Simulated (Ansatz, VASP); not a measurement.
**One calculation of In4Sb, two programs**

Contents of INCAR:

```
SYSTEM = In4Sb
  PREC = Accurate
  ENCUT = 520
  EDIFF = 1E-6
  ISMEAR = 0
  SIGMA = 0.1
  LREAL = .FALSE.
  LASPH = .TRUE.
  NELM = 80
  ALGO = Normal
  ISIF = 2
  LWAVE = .FALSE.
  LCHARG = .TRUE.
  GGA = PE
  LELF = .TRUE.
  LVHAR = .TRUE.
  NBANDS = 36
```

The input KPOINTS:

```
Automatic mesh
0
G
  4 4 4
  0 0 0
```

POSCAR

```
In4Sb
1.0
   -3.1642724300      3.1642724300      3.1642724300
    3.1642724300     -3.1642724300      3.1642724300
    3.1642724300      3.1642724300     -3.1642724300
In Sb
4 1
Direct
    0.5000000000      0.5000000000      0.5000000000
    0.5000000000      0.0000000000      0.0000000000
    0.0000000000      0.0000000000      0.5000000000
    0.0000000000      0.5000000000      0.0000000000
    0.0000000000      0.0000000000      0.0000000000
```

Input for Ansatz:

```yaml
crystal:
  lattice:
    - [-3.16427243, 3.16427243, 3.16427243]
    - [3.16427243, -3.16427243, 3.16427243]
    - [3.16427243, 3.16427243, -3.16427243]
  atoms:
    - { symbol: In, position: [0.5, 0.5, 0.5] }
    - { symbol: In, position: [0.5, 0.0, 0.0] }
    - { symbol: In, position: [0.0, 0.0, 0.5] }
    - { symbol: In, position: [0.0, 0.5, 0.0] }
    - { symbol: Sb, position: [0.0, 0.0, 0.0] }
basis:
  ecutwfc: 420
kpoints:
  mp_grid: { grid: [4, 4, 4] }
hamiltonian:
  xc: pbe
scf:
  occupations: { method: gaussian, width: 0.1 }
  lower_state_search: "off"
output:
  forces: true
  stress: true
  eigenvalues: true
```

Change from the starting cell: species swapped into the Hg4Pt type (Im-3m, No. 229).

Alike in both runs: task single point; functional PBE; k mesh 4 × 4 × 4; occupations gaussian, width 0.1 eV; no spin polarisation.

|  | VASP | Ansatz |
| --- | --- | --- |
| version | VASP 6.6.1 | Ansatz 0.2.0 |
| potentials or method | VASP PAW PBE potentials, release 64 (In_d, Sb), cutoff 520 eV | scalar-relativistic, plane waves, PAW |
| valence electrons in the cell | 57 | 67 |

|  | VASP | Ansatz | Ansatz less VASP |
| --- | --- | --- | --- |
| gap on the k mesh at the Fermi level (eV) | none | none | - |
| pressure (GPa) | 18.1 | 18.0 | -0.04 |

A gap of «none» marks a metal or a gap that the smearing closes. VASP's potentials hold 57 valence electrons a cell and Ansatz's 67, so a difference there can come from the potentials and not from the codes.

Spin-orbit coupling is off throughout.
